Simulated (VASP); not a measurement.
SnSe2, 3 atoms in the cell. The structure is trigonal, space group P-3m1 (No. 164). The conventional cell has a = 3.825 Å, b = 3.825 Å, c = 6.258 Å, α = 90.00°, β = 90.00°, γ = 120.00°. Within 3.6 Å of Sn (site symmetry -3m) lie 6 Se at 2.71 Å. Se (site symmetry 3m) has 3 Sn at 2.71 Å within 3.6 Å.  This cell differs from its parent crystal: uniaxial z strain +0.5%.

| Item | Value |
| --- | --- |
| Program | VASP 6.6.1 |
| Task | single point |
| Functional | r2SCAN |
| Potentials or basis | VASP PAW PBE potentials, release 64 (Sn_d, Se) |
| Cutoff | 520 eV |
| k mesh | 12 × 12 × 4 |
| Occupations | gaussian, width 0.01 eV |
| Spin | no spin polarisation |
| Dipole correction | no |
| Further INCAR settings | ALGO = Normal; EDIFF = 1e-07; NBANDS = 20 |

Potentials or basis: VASP PAW PBE potentials, release 64 (Sn_d, Se).

The run is started by

```sh
$ cat potpaw_PBE.64/Sn_d/POTCAR potpaw_PBE.64/Se/POTCAR > POTCAR
$ cp INCAR.step1 INCAR
$ mpirun -np 1 vasp_std > vasp.out
$ cp INCAR.step2 INCAR
$ mpirun -np 1 vasp_std > vasp.out
```

Hardware: 1 thread of Intel(R) Xeon(R) 6975P-C (Granite Rapids) (shared host).

Problem. How long does it take, and how much memory?

Solution. Run time: 3.3 min on 1 thread of Intel(R) Xeon(R) 6975P-C (Granite Rapids), on a shared host, peak memory 0.26 GiB. Counts: k points 69.
